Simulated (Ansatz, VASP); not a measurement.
## Bi: VASP beside Ansatz

```xyz
1
Lattice="0.0000 2.4534 2.4534 2.4534 0.0000 2.4534 2.4534 2.4534 0.0000" Properties=species:S:1:pos:R:3 pbc="T T T"
Bi    0.0000    0.0000    0.0000
```

Alike in both runs: functional LDA; k mesh 11 × 11 × 11; occupations fermi-dirac, width 0.1 eV; no spin polarisation.

Ansatz relaxed the structure, and its values are those at the end. VASP's run is a single point on that final structure, the one shown.

|  | VASP | Ansatz |
| --- | --- | --- |
| version | VASP 6.6.1 | Ansatz 0.2.0 |
| potentials or method | VASP PAW LDA potentials, release 64 (Bi_d), cutoff 520 eV | plane waves (420 eV) with PAW, scalar-relativistic |
| valence electrons in the cell | 15 | 15 |

```csv
,VASP,Ansatz,Ansatz less VASP
pressure (GPa),0.1,0.0,-0.13
```

Ansatz warns that its potentials were made for another functional, while VASP's fit it. LDA's correlation is that of Perdew and Zunger in VASP and of Perdew and Wang (1992) in Ansatz.

Neither program's run includes spin-orbit coupling.
